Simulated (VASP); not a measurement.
Here is a VASP 6.6.1 calculation.

The input INCAR:

```
PREC = Accurate
ENCUT = 520
EDIFF = 1E-8
ISMEAR = -1
SIGMA = 0.05
LREAL = F
LASPH = T
NELM = 200
ALGO = Normal
ISIF = 2
LWAVE = F
LCHARG = F
ISPIN = 2
MAGMOM = 7 0
LORBIT = 11
LMAXMIX = 6
GGA = PE
LEFG = T
NBANDS = 22
GGA_COMPAT = F
```

Contents of KPOINTS:

```
regular mesh
0
Gamma
  10 10 10
```

POSCAR

```
EuS
1.0
    0.0000000000      2.9982257404      2.9982257404
    2.9982257404      0.0000000000      2.9982257404
    2.9982257404      2.9982257404      0.0000000000
Eu S
1 1
Direct
    0.0000000000      0.0000000000      0.0000000000
    0.5000000000      0.5000000000      0.5000000000
```

Potentials or basis: VASP PAW PBE potentials, release 64 (Eu, S).

Run with:

```console
$ cat potpaw_PBE.64/Eu/POTCAR potpaw_PBE.64/S/POTCAR > POTCAR
$ mpirun -np 1 vasp_std > vasp.out
```

Estimate the pressure.

-3.6 GPa.

Estimate the site moments.

Eu +6.59; S -0.07 μB.

Predict the band gap on the k mesh.

zero (filled and empty bands overlap).

Estimate the net moment.

6.99 μB per cell.

Caveat: the cell stands under tension; spin-orbit coupling is left out, which moves the levels of the heavy elements; a cell with one magnetic atom can't hold antiferromagnetic order, which such compounds often take; semilocal functionals describe open f shells poorly, which spoils levels, moments and volumes. The state reached can hang on the start; a lower one may exist.
